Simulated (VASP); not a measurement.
Wanted: the native input for a VASP 6.6.1 run.

```
Task                   : single point
Functional             : PBE
Potentials or basis    : VASP PAW PBE potentials, release 64 (K_sv, Nb_sv, W_sv)
Cutoff                 : 520 eV
k mesh                 : 6 × 6 × 4
Occupations            : gaussian, width 0.1 eV
Spin                   : no spin polarisation
Dipole correction      : no
Further INCAR settings : ALGO = Fast; EDIFF = 1e-06; NBANDS = 40
```

The structure of KNb2W2 lies in POSCAR:

```
KNb2W2
1.0
    4.2755564400      0.0000000000      0.0000000000
   -2.1377782200      3.7027405000      0.0000000000
    0.0000000000      0.0000000000      7.2057134900
K Nb W
1 2 2
Direct
    0.0000000000      0.0000000000      0.0000000000
    0.3333333300      0.6666666700      0.6200000000
    0.6666666700      0.3333333300      0.3800000000
    0.3333333300      0.6666666700      0.2599999900
    0.6666666700      0.3333333300      0.7400000100
```

The cell was built from a structure type or drawn by symmetry, and may not be a known phase.

One way to write it, as run:

INCAR

```
PREC     = Accurate       # precision mode
ENCUT    = 520            # plane-wave cutoff, eV
EDIFF    = 1E-6           # SCF threshold, eV
ISMEAR   = 0              # smearing method
SIGMA    = 0.1            # smearing width, eV
LREAL    = F              # projectors in reciprocal space
LASPH    = T              # aspherical terms in the spheres
NELM     = 100            # most SCF steps
ALGO     = Fast           # electronic algorithm
ISIF     = 2              # what is computed and relaxed
LWAVE    = F              # write WAVECAR
LCHARG   = F              # write CHGCAR
GGA      = PE             # functional
NBANDS   = 40             # bands
```

KPOINTS

```
Automatic mesh
0
Gamma
  6 6 4
```

Potentials or basis: VASP PAW PBE potentials, release 64 (K_sv, Nb_sv, W_sv).

Command:

```bash
$ cat potpaw_PBE.64/K_sv/POTCAR potpaw_PBE.64/Nb_sv/POTCAR potpaw_PBE.64/W_sv/POTCAR > POTCAR
$ mpirun -np 1 vasp_std > vasp.out
```

Results of the run:

| Quantity | Value |
| --- | --- |
| Pressure | 5.0 GPa |
| Largest force | 1.050 eV/Å |
| Band gap on the k mesh | zero (an odd number of electrons rules out a gap without spin polarisation) |

Caveat: the cell stands under pressure; spin-orbit coupling is left out, which moves the levels of the heavy elements; forces of over 1 eV/Å act on the atoms, so gaps and moduli don't describe the material at rest.

It took 2.9 min on 1 thread of Intel(R) Xeon(R) 6975P-C (Granite Rapids), with other jobs on the host, peak memory 0.28 GiB.
